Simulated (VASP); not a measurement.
# CdS (P6_3mc) in VASP: single point with PBEsol

Aim: the single point of CdS with PBEsol.

All numbers are computed with VASP 6.6.1; they aren't measurements. Logs are shortened: lines on timing, memory, paths and dates and some standing lists are left out, and cuts for length are marked.

### 1 The cell of the first run

The structure is hexagonal, space group P6_3mc (No. 186). Conventional cell: a = 4.125 Å, b = 4.125 Å, c = 6.710 Å, α = 90.00°, β = 90.00°, γ = 120.00°. Cd (site symmetry 3m) has 4 S at 2.52 to 2.53 Å within 3.3 Å. S (site symmetry 3m) has 4 Cd at 2.52 to 2.53 Å within 3.3 Å.

### 2 Single point, PBEsol

INCAR reads:

```
SYSTEM = CdS
ALGO = Normal
EDIFF = 1E-6
ENCUT = 520
GGA = PS
ISIF = 2
ISMEAR = 0
LASPH = .True.
LCHARG = .False.
LREAL = .False.
LWAVE = .False.
NBANDS = 26
NELM = 80
PREC = Accurate
SIGMA = 0.02
```

KPOINTS reads:

```
k-points
0
Gamma
  6 6 4
  0 0 0
```

POSCAR reads:

```
CdS
1.0
    4.1246369273      0.0000000000      0.0000000000
   -2.0623184637      3.5720403604      0.0000000000
    0.0000000000      0.0000000000      6.7097112607
Cd S
2 2
Direct
    0.6666666667      0.3333333333      0.5001992781
    0.3333333333      0.6666666667      0.0001992781
    0.6666666667      0.3333333333      0.8768007219
    0.3333333333      0.6666666667      0.3768007219
```

Potentials or basis: VASP PAW PBE potentials, release 64 (Cd, S).

Command:

```
> cat potpaw_PBE.64/Cd/POTCAR potpaw_PBE.64/S/POTCAR > POTCAR
> mpirun -np 1 vasp_std > vasp.out
```

OUTCAR:

```text
SYSTEM = CdS
   EDIFF = 1E-6
   ENCUT = 520
   GGA = PS
   ISIF = 2
   ISMEAR = 0
   LASPH = .True.
   LREAL = .False.
   NELM = 80
   PREC = Accurate

 ion  position               nearest neighbor table
   1  0.667  0.333  0.500-   4 2.52   4 2.52   4 2.52   3 2.53
   2  0.333  0.667  0.000-   3 2.52   3 2.52   3 2.52   4 2.53
   3  0.667  0.333  0.877-   2 2.52   2 2.52   2 2.52   1 2.53
   4  0.333  0.667  0.377-   1 2.52   1 2.52   1 2.52   2 2.53

  LATTYP: Found a hexagonal cell.
 ALAT       =     4.1246369273
 C/A-ratio  =     1.6267398510

  Lattice vectors:

 A1 = (   4.1246369273,   0.0000000000,   0.0000000000)
 A2 = (  -2.0623184637,   3.5720403604,   0.0000000000)
 A3 = (   0.0000000000,   0.0000000000,   6.7097112607)

Analysis of symmetry for initial positions (statically):
=====================================================================
 Subroutine PRICEL returns:
 Original cell was already a primitive cell.

 Routine SETGRP: Setting up the symmetry group for a
 hexagonal supercell.

 Subroutine GETGRP returns: Found 12 space group operations
 (whereof  6 operations were pure point group operations)
 out of a pool of 24 trial point group operations.

The static configuration has the point symmetry C_3v.
 The point group associated with its full space group is C_6v.

Analysis of symmetry for dynamics (positions and initial velocities):
=====================================================================
 Subroutine PRICEL returns:
 Original cell was already a primitive cell.

 Routine SETGRP: Setting up the symmetry group for a
 hexagonal supercell.

 Subroutine GETGRP returns: Found 12 space group operations
 (whereof  6 operations were pure point group operations)
 out of a pool of 24 trial point group operations.

The dynamic configuration has the point symmetry C_3v.
 The point group associated with its full space group is C_6v.

 Subroutine INISYM returns: Found 12 space group operations
 (whereof  6 operations are pure point group operations),
 and found     1 'primitive' translations

[... 88 lines left out ...]
   ISPIN  =      1    spin polarized calculation?
   LNONCOLLINEAR =      F non collinear calculations
   LSORBIT =      F    spin-orbit coupling
   LASPH  =      T    aspherical Exc in radial PAW
   ENCUT  =  520.0 eV  38.22 Ry    6.18 a.u.   7.67  7.67 12.48*2*pi/ulx,y,z
   NELM   =     80;   NELMIN=  2; NELMDL= -5     # of ELM steps
   EDIFF  = 0.1E-05   stopping-criterion for ELM
   LREAL  =      F    real-space projection
   EDIFFG = 0.1E-04   stopping-criterion for IOM
   NSW    =      0    number of steps for IOM
   IBRION =     -1    ionic relax: 0-MD 1-quasi-New 2-CG
   NFREE  =      0    steps in history (QN), initial steepest desc. (CG)
   ISIF   =      2    stress and relaxation
   ISYM   =      2    0-nonsym 1-usesym 2-fastsym
   POTIM  = 0.5000    time-step for ionic-motion
   TEBEG  =    0.0;   TEEND  =   0.0 temperature during run
   PSTRESS=    0.0 pullay stress
   NELECT =      36.0000    total number of electrons
   NUPDOWN=      -1.0000    fix difference up-down
   EMIN   =  10.00;   EMAX   =-10.00  energy-range for DOS
   EFERMI =   0.00;   METHOD = LEGACY
   ISMEAR =     0;   SIGMA  =   0.02  broadening in eV -4-tet -1-fermi 0-gaus
   EFERMI_NEDOS =   21; number of points for ismear=-14 and -15
   IALGO  =     38    algorithm
   IMIX   =      4    mixing-type and parameters
     AMIX     =   0.40;   BMIX     =  1.00
     AMIX_MAG =   1.60;   BMIX_MAG =  1.00
  volume/ion in A,a.u.               =      24.71       166.78
  Fermi-wavevector in a.u.,A,eV,Ry     =   1.169070  2.209221 18.595405  1.366724
  Thomas-Fermi vector in A             =   2.305548
   LORBIT       =      0    0 simple, 1 ext, 2 COOP (PROOUT), +10 PAW based schemes
   GGA     = PS    functional components
   LHFCALC =     F    Hartree Fock is set to
   AEXX    =    0.0000 exact exchange contribution
   IVDW    =     0    specifies the selected vdW correction
   LEPSILON=     F    determine dielectric tensor
   LRPA    =     F    only Hartree local field effects (RPA)
 non-spin polarized calculation
 Gauss-broadening in eV      SIGMA  =   0.02
  energy-cutoff  :      520.00
  volume of cell :       98.86
 maximum number of plane-waves:      2695
 NGX is ok and might be reduce to    32
   NGX = 15   NGY = 15   NGZ = 25

 number of electron      35.9999994 magnetization

 Free energy of the ion-electron system (eV)
  ---------------------------------------------------
  ext. energy  EPLUGINS =         0.00000000
  ---------------------------------------------------
  free energy    TOTEN  =       -13.63018519 eV

  energy without entropy =      -13.63018519  energy(sigma->0) =      -13.63018519

 E-fermi :   1.3281     XC(G=0):  -9.3878

 val. band max:        1.2438472304   @ k =   0.0000   0.0000   0.0000
 cond. band min:       2.3397555005   @ k =   0.0000   0.0000   0.0000
 fundamental gap:      1.0959082701
 Fermi energy:         1.3280651541

 k-point     1 :       0.0000    0.0000    0.0000
  band No.  band energies     occupation
      1     -11.1677      2.00000
      2     -10.7183      2.00000
      3      -6.4795      2.00000
      4      -6.4726      2.00000
      5      -6.4726      2.00000
      6      -6.3864      2.00000
[... 598 lines left out ...]
     25      10.4625      0.00000
     26      10.4625      0.00000

------------------------ aborting loop because EDIFF is reached ----------------------------------------

  FORCE on cell =-STRESS in cart. coord.  units (eV):
  Direction    XX          YY          ZZ          XY          YZ          ZX
  --------------------------------------------------------------------------------------
  -------------------------------------------------------------------------------------
  Total        0.2380434      0.2380434      0.2289440     -0.0000000      0.0000000      0.0000000
  in kB        3.8579873      3.8579873      3.7105123     -0.0000000      0.0000000      0.0000000
  external PRESSURE =       3.8088290 kB  Pullay stress =       0.0000000 kB

 VOLUME and BASIS-vectors are now :
 -----------------------------------------------------------------------------
  energy-cutoff  :      520.00
  volume of cell :       98.86
      direct lattice vectors                 reciprocal lattice vectors
     4.124636927  0.000000000  0.000000000     0.242445582  0.139976022  0.000000000
    -2.062318464  3.572040360  0.000000000     0.000000000  0.279952044  0.000000000
     0.000000000  0.000000000  6.709711261     0.000000000  0.000000000  0.149037710

 POSITION                                       TOTAL-FORCE (eV/Angst)
 -----------------------------------------------------------------------------------
      2.06232      1.19068      3.35619         0.000000     -0.000000      0.002483
     -0.00000      2.38136      0.00134        -0.000000      0.000000      0.002483
      2.06232      1.19068      5.88308        -0.000000      0.000000     -0.002483
     -0.00000      2.38136      2.52822         0.000000     -0.000000     -0.002483
 -----------------------------------------------------------------------------------
    total drift:                               -0.000000     -0.000000      0.000129

  FREE ENERGIE OF THE ION-ELECTRON SYSTEM (eV)
  ---------------------------------------------------
  free  energy   TOTEN  =       -13.6301851901 eV

  energy  without entropy=      -13.6301851901  energy(sigma->0) =      -13.63018519
```

It took 62 s on 1 thread of Intel Xeon Platinum 8488C (Sapphire Rapids), shared host; peak memory 0.23 GiB.

Results:

```yaml
Free_energy: -13.6302 eV
Pressure: 0.4 GPa
Band_gap_on_the_k_mesh: 1.10 eV
```

Forces on the atoms (eV/Å):
```
Cd   0.000  0.000  0.002
Cd   0.000  0.000  0.002
S    0.000  0.000 -0.002
S    0.000  0.000 -0.002
```

Levels at points of the mesh, in eV from the valence-band top:
```tsv
k point	band 15	band 16	band 17	band 18	band 19	band 20	band 21	band 22
(0.00, 0.00, 0.00)	-0.78	-0.05	0.00	0.00	1.10	2.68	6.38	6.38
(0.50, 0.00, 0.00)	-2.73	-1.93	-1.35	-0.78	3.64	3.76	4.97	6.34
(0.00, 0.00, 0.50)	-0.40	-0.40	-0.40	-0.40	2.76	2.76	6.07	6.07
(0.50, 0.00, 0.50)	-1.39	-1.39	-1.37	-1.37	3.36	3.36	5.27	5.27
```

Caveat: the PAW data sets were made with another functional, which shifts forces and pressure a little.
